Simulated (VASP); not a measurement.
Set up this calculation in VASP 6.6.1, as the native input.

```
Task                   : single point
Functional             : PBE
Potentials or basis    : VASP PAW PBE potentials, release 64 (Be, Te)
Cutoff                 : 520 eV
k mesh                 : 12 × 12 × 4
Occupations            : gaussian, width 0.01 eV
Spin                   : no spin polarisation
Dipole correction      : no
Further INCAR settings : ALGO = Normal; EDIFF = 1e-07; NBANDS = 16
```

The structure of BeTe lies in POSCAR:

```
BeTe
1.0
    4.0308527050      0.0000000000      0.0000000000
   -2.0154263525      3.4908208414      0.0000000000
    0.0000000000      0.0000000000      8.1440452969
Be Te
2 2
Direct
    0.3333333333      0.6666666667      0.2500000000
    0.6666666667      0.3333333333      0.7500000000
    0.6666666667      0.3333333333      0.2500000000
    0.3333333333      0.6666666667      0.7500000000
```

The input as run:

INCAR

```
ALGO     = Normal         # electronic algorithm
EDIFF    = 1E-7           # SCF threshold, eV
ENCUT    = 520            # plane-wave cutoff, eV
GGA      = PE             # functional
ISIF     = 2              # what is computed and relaxed
ISMEAR   = 0              # smearing method
LASPH    = True           # aspherical terms in the spheres
LCHARG   = False          # write CHGCAR
LREAL    = False          # projectors in reciprocal space
LWAVE    = False          # write WAVECAR
NBANDS   = 16             # bands
NELM     = 80             # most SCF steps
PREC     = Accurate       # precision mode
SIGMA    = 0.01           # smearing width, eV
```

KPOINTS

```
k-points
0
Gamma
  12 12 4
```

Potentials or basis: VASP PAW PBE potentials, release 64 (Be, Te).

Run with:

```sh
$ cat potpaw_PBE.64/Be/POTCAR potpaw_PBE.64/Te/POTCAR > POTCAR
$ mpirun -np 1 vasp_std > vasp.out
```

It gave:

- Pressure: 0.4 GPa
- Band gap on the k mesh: 2.59 eV, indirect (least direct gap 2.77 eV)

Caveat: spin-orbit coupling is left out, which moves the levels of the heavy elements.

Wall time 2 min on 1 thread of Intel(R) Xeon(R) Platinum 8488C (Sapphire Rapids), on a shared host, peak memory 0.28 GiB.
